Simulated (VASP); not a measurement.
# Pt (Fmmm) in VASP: single point with PBEsol

Aim: the single point of Pt with PBEsol.

All numbers are computed with VASP 6.6.1; they aren't measurements. Logs are shortened: lines on timing, memory, paths and dates and some standing lists are left out, and cuts for length are marked.

### Step 1. The cell of the first run

The structure is orthorhombic, space group Fmmm (No. 69). Conventional cell: a = 3.168 Å, b = 4.453 Å, c = 4.509 Å, α = 90.00°, β = 90.00°, γ = 90.00°. Pt (site symmetry mmm) has 14 Pt at 2.73 to 3.17 Å within 3.6 Å.

### Step 2. Single point, PBEsol (strain +0.0125 x Voigt [0, 0, 0, 1, 0, 0])

Input file INCAR:

```
  PREC = Accurate
  ENCUT = 520
  EDIFF = 1E-6
  ISMEAR = 0
  SIGMA = 0.15
  LREAL = False
  LASPH = True
  NELM = 60
  ALGO = Fast
  ISIF = 2
  LWAVE = False
  LCHARG = False
  GGA = PS
  NBANDS = 11
```

Input file KPOINTS:

```
regular mesh
0
Gamma
  22 22 22
```

Input file POSCAR:

```
Pt
1.0
   -1.5842200000      1.5941213750      1.5941213750
    1.5842200000     -1.5743186250      1.5743186250
    1.5842200000      1.5743186250     -1.5743186250
Pt
1
Direct
    0.0000000000      0.0000000000      0.0000000000
```

Potentials or basis: VASP PAW PBE potentials, release 64 (Pt).

Run with:

```console
$ cat potpaw_PBE.64/Pt/POTCAR > POTCAR
$ mpirun -np 1 vasp_std > vasp.out
```

OUTCAR:

```text
PREC = Accurate
   ENCUT = 520
   EDIFF = 1E-6
   ISMEAR = 0
   LREAL = False
   LASPH = True
   NELM = 60
   ISIF = 2
   GGA = PS

 ion  position               nearest neighbor table
   1  0.000  0.000  0.000-

  LATTYP: Found a face centered orthorhombic cell.
 ALAT       =     3.1684400000
 B/A-ratio  =     1.4053747276
 C/A-ratio  =     1.4230523971

  Lattice vectors:

 A1 = (   0.0000000000,   3.1684400000,   0.0198027500)
 A2 = (   1.5842200000,   1.5941213750,   1.5941213750)
 A3 = (   1.5842200000,   1.5743186250,  -1.5743186250)

Analysis of symmetry for initial positions (statically):
=====================================================================
 Subroutine PRICEL returns:
 Original cell was already a primitive cell.

 Routine SETGRP: Setting up the symmetry group for a
 face centered orthorhombic supercell.

 Subroutine GETGRP returns: Found  8 space group operations
 (whereof  8 operations were pure point group operations)
 out of a pool of  8 trial point group operations.

The static configuration has the point symmetry D_2h.

Analysis of symmetry for dynamics (positions and initial velocities):
=====================================================================
 Subroutine PRICEL returns:
 Original cell was already a primitive cell.

 Routine SETGRP: Setting up the symmetry group for a
 face centered orthorhombic supercell.

 Subroutine GETGRP returns: Found  8 space group operations
 (whereof  8 operations were pure point group operations)
 out of a pool of  8 trial point group operations.

The dynamic configuration has the point symmetry D_2h.

 Subroutine INISYM returns: Found  8 space group operations
 (whereof  8 operations are pure point group operations),
 and found     1 'primitive' translations

----------------------------------------------------------------------------------------

                                     Primitive cell

  volume of cell :      15.9034

  direct lattice vectors                    reciprocal lattice vectors
    -1.584220000  1.594121375  1.594121375     0.000000000  0.313652403  0.313652403
     1.584220000 -1.574318625  1.574318625     0.315612731 -0.001972657  0.315625060
     1.584220000  1.574318625 -1.574318625     0.315612731  0.315625060 -0.001972657

  length of vectors
     2.755394513  2.732528367  2.732528367     0.443571482  0.446356881  0.446356881

  position of ions in fractional coordinates (direct lattice)
     0.000000000  0.000000000  0.000000000

  ion indices of the primitive-cell ions
   primitive index   ion index
                 1           1
[... 75 lines left out ...]
   NSW    =      0    number of steps for IOM
   IBRION =     -1    ionic relax: 0-MD 1-quasi-New 2-CG
   NFREE  =      0    steps in history (QN), initial steepest desc. (CG)
   ISIF   =      2    stress and relaxation
   ISYM   =      2    0-nonsym 1-usesym 2-fastsym
   POTIM  = 0.5000    time-step for ionic-motion
   TEBEG  =    0.0;   TEEND  =   0.0 temperature during run
   PSTRESS=    0.0 pullay stress
   NELECT =      10.0000    total number of electrons
   NUPDOWN=      -1.0000    fix difference up-down
   EMIN   =  10.00;   EMAX   =-10.00  energy-range for DOS
   EFERMI =   0.00;   METHOD = LEGACY
   ISMEAR =     0;   SIGMA  =   0.15  broadening in eV -4-tet -1-fermi 0-gaus
   EFERMI_NEDOS =   21; number of points for ismear=-14 and -15
   IALGO  =     68    algorithm
   IMIX   =      4    mixing-type and parameters
     AMIX     =   0.40;   BMIX     =  1.00
     AMIX_MAG =   1.60;   BMIX_MAG =  1.00
  volume/ion in A,a.u.               =      15.90       107.32
  Fermi-wavevector in a.u.,A,eV,Ry     =   1.402528  2.650394 26.763829  1.967086
  Thomas-Fermi vector in A             =   2.525281
   LORBIT       =      0    0 simple, 1 ext, 2 COOP (PROOUT), +10 PAW based schemes
   GGA     = PS    functional components
   LHFCALC =     F    Hartree Fock is set to
   AEXX    =    0.0000 exact exchange contribution
   IVDW    =     0    specifies the selected vdW correction
   LEPSILON=     F    determine dielectric tensor
   LRPA    =     F    only Hartree local field effects (RPA)
 non-spin polarized calculation
 RMM-DIIS sequential band-by-band and
 Gauss-broadening in eV      SIGMA  =   0.15
  energy-cutoff  :      520.00
  volume of cell :       15.90
 maximum number of plane-waves:       442
   NGX = 11   NGY = 11   NGZ = 11

 number of electron      10.0000000 magnetization

 Free energy of the ion-electron system (eV)
  ---------------------------------------------------
  ext. energy  EPLUGINS =         0.00000000
  ---------------------------------------------------
  free energy    TOTEN  =        -6.82837297 eV

  energy without entropy =       -6.81509635  energy(sigma->0) =       -6.82173466

 E-fermi :   9.8843     XC(G=0): -13.3085

 val. band max:        9.8840647070   @ k =   0.3636   0.0000   0.0000
 cond. band min:       9.8848754374   @ k =  -0.4545   0.3636   0.1818
 fundamental gap:      0.0008107304
 Fermi energy:         9.8842834394

 k-point     1 :       0.0000    0.0000    0.0000
  band No.  band energies     occupation
      1       0.4062      2.00000
      2       6.3620      2.00000
      3       6.4492      2.00000
      4       6.5410      2.00000
      5       8.9396      2.00000
      6       8.9422      2.00000
      7      26.8778      0.00000
      8      26.9896      0.00000
      9      27.0969      0.00000
     10      36.9154      0.00000
     11      36.9283      0.00000
[... 309 lines left out ...]
 k-point    24 :      -0.0000    0.0909    0.0000
  band No.  band energies     occupation
      1       0.7377      2.00000
      2       6.2986      2.00000
      3       6.4596      2.00000
      4       6.7290      2.00000
      5       8.7825      2.00000
      6       8.9504      2.00000
      7      27.0956      0.00000
      8      27.1891      0.00000
      9      27.5031      0.00000
     10      33.9299      0.00000
     11      34.3460      0.00000

 [... further k-points ...]
[... 5 lines left out ...]
  --------------------------------------------------------------------------------------
  -------------------------------------------------------------------------------------
  Total       -1.1136956     -1.1164628     -1.1164628      0.0000000     -0.1783024      0.0000000
  in kB     -112.1986381   -112.4774210   -112.4774210      0.0000000    -17.9629781      0.0000000
  external PRESSURE =    -112.3844933 kB  Pullay stress =       0.0000000 kB

 VOLUME and BASIS-vectors are now :
 -----------------------------------------------------------------------------
  energy-cutoff  :      520.00
  volume of cell :       15.90
      direct lattice vectors                 reciprocal lattice vectors
    -1.584220000  1.594121375  1.594121375     0.000000000  0.313652403  0.313652403
     1.584220000 -1.574318625  1.574318625     0.315612731 -0.001972657  0.315625060
     1.584220000  1.574318625 -1.574318625     0.315612731  0.315625060 -0.001972657

 POSITION                                       TOTAL-FORCE (eV/Angst)
 -----------------------------------------------------------------------------------
      0.00000      0.00000      0.00000        -0.000000     -0.000000     -0.000000
 -----------------------------------------------------------------------------------
    total drift:                                0.000000     -0.000000      0.000000

  FREE ENERGIE OF THE ION-ELECTRON SYSTEM (eV)
  ---------------------------------------------------
  free  energy   TOTEN  =        -6.8283729747 eV

  energy  without entropy=       -6.8150963520  energy(sigma->0) =       -6.82173466
```

stdout:

```text
POSCAR found type information on POSCAR Pt
 POSCAR found :  1 types and       1 ions
 scaLAPACK will be used
 -----------------------------------------------------------------------------
|                                                                             |
|                                                                             |
|     You enforced a specific xc type in the INCAR file but a different       |
|     I HOPE YOU KNOW WHAT YOU ARE DOING!                                     |
|                                                                             |
 -----------------------------------------------------------------------------

 LDA part: xc-table for (Slater+PW92), standard interpolation
 POSCAR, INCAR and KPOINTS ok, starting setup
 FFT: planning ... GRIDC
 FFT: planning ... GRID_SOFT
 FFT: planning ... GRID
 WAVECAR not read
 entering main loop
```

It took 4.1 min on 1 thread of Intel Xeon Platinum 8259CL at 2.50GHz (Skylake/Cascade Lake), shared host; peak memory 0.36 GiB.

Results:

```
Free energy            : -6.8284 eV
Pressure               : -11.2 GPa
Band gap on the k mesh : zero (band 5 reaches 10.96 eV, above the bottom of band 6 at 8.79 eV)
```

Stress tensor (GPa, compression positive):
```
-11.22   0.00   0.00
  0.00 -11.25  -1.80
  0.00  -1.80 -11.25
```

Levels at points of the mesh, in eV from the Fermi level:
| k point | band 3 | band 4 | band 5 | band 6 | band 7 | band 8 |
| --- | --- | --- | --- | --- | --- | --- |
| (0.00, 0.00, 0.00) | -3.44 | -3.34 | -0.94 | -0.94 | 16.99 | 17.11 |
| (0.50, 0.00, 0.00) | -1.09 | -0.57 | 0.16 | 1.01 | 6.07 | 13.33 |
| (0.00, 0.50, 0.00) | -1.13 | -0.63 | 0.24 | 1.06 | 6.23 | 13.24 |
| (0.00, 0.50, 0.50) | -1.18 | -0.69 | 0.33 | 1.11 | 6.38 | 13.17 |
| (0.50, 0.50, 0.50) | 0.46 | 0.54 | 0.62 | 7.61 | 7.61 | 7.62 |

Caveat: the cell differs from its parent crystal (strain +0.0125 x Voigt [0, 0, 0, 1, 0, 0]); the PAW data sets were made with another functional, which shifts forces and pressure a little; spin-orbit coupling is left out, which moves the levels of the heavy elements.
